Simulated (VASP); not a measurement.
GaP: single point with PBE

Crystal: GaP.

```xyz
2
Lattice="0.0000 2.8511 2.6314 2.6314 0.0000 2.6314 2.6314 2.8511 0.0000" Properties=species:S:1:pos:R:3 pbc="T T T"
Ga    0.0000    0.0000    0.0000
P     3.9471    4.2767    3.9471
```

This cell differs from its parent crystal: volume 19.742 Å^3 an atom, c/a of the conventional cell 1.0835.

* Program: VASP 6.6.1
* Task: single point
* Functional: PBE
* Potentials or basis: VASP PAW PBE potentials, release 64 (Ga_d, P)
* Cutoff: 520 eV
* k mesh: 10 × 10 × 10
* Occupations: gaussian, width 0.05 eV
* Spin: no spin polarisation

```json
{"Pressure": "4.6 GPa", "Band gap on the k mesh": "1.17 eV, indirect (least direct gap 1.80 eV)"}
```

Stress tensor (GPa, compression positive):
```
6.91 0.00 0.00
0.00 0.10 0.00
0.00 0.00 6.91
```

Levels at points of the mesh, in eV from the valence-band top:
```csv
k point,band 6,band 7,band 8,band 9,band 10,band 11,band 12,band 13
"(0.00, 0.00, 0.00)",-12.84,-0.52,0.00,0.00,1.80,3.70,3.70,3.87
"(0.50, 0.00, 0.00)",-10.69,-6.94,-1.67,-0.96,1.42,4.42,4.87,8.22
"(0.50, 0.50, 0.00)",-9.63,-6.85,-3.13,-3.08,1.25,1.38,10.14,10.21
"(0.50, 0.00, 0.50)",-10.02,-7.39,-2.54,-2.54,1.84,2.15,10.62,10.62
```

Run time: 56 s on 1 thread of Intel Xeon 6975P-C, with other jobs on the host, peak memory 0.21 GiB.

 A k mesh can miss the band edges.
